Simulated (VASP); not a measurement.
**NiSn3: single point with PBEsol**

NiSn3:

```
Sn Ni
1.0
     0.00000    3.50461    3.50461
     3.50461    0.00000    3.50461
     3.50461    3.50461    0.00000
Sn Ni
3 1
Direct
  0.25000 0.25000 0.25000
  0.75000 0.75000 0.75000
  0.50000 0.50000 0.50000
  0.00000 0.00000 0.00000
```

* Program: VASP 6.6.1
* Task: single point
* Functional: PBEsol
* Potentials or basis: VASP PAW PBE potentials, release 64 (Sn_d, Ni)
* Cutoff: 520 eV
* k mesh: 10 × 10 × 10
* Occupations: gaussian, width 0.1 eV
* Spin: no spin polarisation
* Dipole correction: no
* Further INCAR settings: ALGO = Fast; EDIFF = 1e-07; NBANDS = 34

```yaml
Pressure: 0.0 GPa
Band_gap_on_the_k_mesh: zero (band 26 reaches 9.52 eV, above the bottom of band 27 at 8.68 eV)
```

Levels at points of the mesh, in eV from the Fermi level:
```csv
k point,band 23,band 24,band 25,band 26,band 27,band 28,band 29,band 30
"(0.00, 0.00, 0.00)",-1.23,-1.04,-1.04,-1.04,0.43,0.43,0.43,1.65
"(0.50, 0.00, 0.00)",-1.26,-1.09,-1.09,-0.28,-0.28,-0.26,3.39,3.70
"(0.50, 0.50, 0.00)",-1.30,-1.15,-0.92,-0.66,3.99,3.99,4.15,4.87
```

It took 98 s on 1 thread of Intel(R) Xeon(R) 6975P-C (Granite Rapids) (shared host), peak memory 0.31 GiB.

Caveat: the PAW data sets were made with another functional, which shifts forces and pressure a little; spin-orbit coupling is left out, which moves the levels of the heavy elements. Spin polarisation is off, so any magnetic state and its effect on volume and gap are missing.
